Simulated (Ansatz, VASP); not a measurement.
**Ir: VASP beside Ansatz**

The input INCAR:

```
PREC = Accurate
ENCUT = 520
EDIFF = 1E-7
ISMEAR = 0
SIGMA = 0.15
LREAL = False
LASPH = True
NELM = 80
ALGO = Fast
ISIF = 2
LWAVE = False
LCHARG = False
GGA = CA
NBANDS = 10
```

KPOINTS

```
Automatic mesh
0
Gamma
  20 20 20
```

Contents of POSCAR:

```
Ir
1.0
   -0.1047972669      1.8006075858      1.8006075858
    1.8006075858     -0.1047972669      1.8006075858
    1.9054048527      1.9054048527     -0.2095945338
Ir
1
Direct
    0.0000000000      0.0000000000      0.0000000000
```

Input for Ansatz:

```yaml
crystal:
  lattice:
    - [-0.1047972669, 1.8006075858, 1.8006075858]
    - [1.8006075858, -0.1047972669, 1.8006075858]
    - [1.9054048527, 1.9054048527, -0.2095945338]
  atoms:
    - { symbol: Ir, position: [0.0, 0.0, 0.0] }
basis:
  ecutwfc: 420
kpoints:
  mp_grid: { grid: [20, 20, 20] }
hamiltonian:
  xc: lda
scf:
  occupations: { method: gaussian, width: 0.15 }
output:
  forces: true
  stress: true
  eigenvalues: true
  write_density: true
  write_potential: true
  elf: true
  volumetric_format: npy
```

Change from the starting cell: engineering shear strain xz -0.1100, engineering shear strain yz -0.1100.

Alike in both runs: task single point; functional LDA; k mesh 20 × 20 × 20; occupations gaussian, width 0.15 eV; no spin polarisation.

|  | VASP | Ansatz |
| --- | --- | --- |
| version | VASP 6.6.1 | Ansatz 0.2.0 |
| potentials or method | VASP PAW LDA potentials, release 64 (Ir), cutoff 520 eV | scalar-relativistic, plane waves, PAW |
| valence electrons in the cell | 9 | 17 |

|  | VASP | Ansatz | Ansatz less VASP |
| --- | --- | --- | --- |
| gap on the k mesh at the Fermi level (eV) | none | none | - |
| pressure (GPa) | 15.8 | 13.1 | -2.72 |
| traceless stress, the component that is largest in VASP (GPa) | 30.88 | 30.61 | -0.270 |

LDA's correlation is that of Perdew and Zunger in VASP and of Perdew and Wang (1992) in Ansatz. A gap of «none» marks a metal or a gap that the smearing closes. VASP's potentials hold 9 valence electrons a cell and Ansatz's 17, so a difference there can come from the potentials and not from the codes.

Neither program's run includes spin-orbit coupling.
